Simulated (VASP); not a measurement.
Wanted: the native input for a VASP 6.6.1 run.

```
Task                   : single point
Functional             : PBE
Potentials or basis    : VASP PAW PBE potentials, release 64 (Mg, Si, N)
Cutoff                 : 600 eV
k mesh                 : 3 × 3 × 6
Occupations            : gaussian, width 0.1 eV
Spin                   : no spin polarisation
Dipole correction      : no
Further INCAR settings : ALGO = Normal; EDIFF = 1e-06; NBANDS = 26
```

The structure of Mg2Si3N3 lies in POSCAR:

```
Mg2Si3N3
1.0
    6.4814645181      0.0000000000      0.0000000000
   -3.2407322591      5.6131129264      0.0000000000
    0.0000000000      0.0000000000      2.7412916907
Mg Si N
2 3 3
Direct
    0.6666666667      0.3333333333      0.0000000000
    0.3333333333      0.6666666667      0.0000000000
    0.0000000000      0.2043481952      0.0000000000
    0.7956518048      0.7956518048      0.0000000000
    0.2043481952      0.0000000000      0.0000000000
    0.0000000000      0.3876781681      0.5000000000
    0.6123218319      0.6123218319      0.5000000000
    0.3876781681      0.0000000000      0.5000000000
```

One way to write it, as run:

INCAR

```
SYSTEM = Mg2Si3N3
ALGO = Normal
EDIFF = 1E-6
ENCUT = 600
GGA = PE
GGA_COMPAT = .FALSE.
ISIF = 2
ISMEAR = 0
LASPH = .TRUE.
LCHARG = .FALSE.
LREAL = .FALSE.
LWAVE = .FALSE.
NBANDS = 26
NELM = 120
PREC = Accurate
SIGMA = 0.1
```

KPOINTS

```
k-points
0
G
  3 3 6
  0 0 0
```

Potentials or basis: VASP PAW PBE potentials, release 64 (Mg, Si, N).

The run is started by

```console
$ cat potpaw_PBE.64/Mg/POTCAR potpaw_PBE.64/Si/POTCAR potpaw_PBE.64/N/POTCAR > POTCAR
$ mpirun -np 1 vasp_std > vasp.out
```

Results of the run:

```yaml
Pressure: -0.9 GPa
Largest_force: 0.579 eV/Å
```

Caveat: the k points lie up to 0.38 Å⁻¹ apart.

It took 35 s on 1 thread of Intel(R) Xeon(R) Platinum 8559C (Emerald Rapids), on a shared host, peak memory 0.25 GiB.
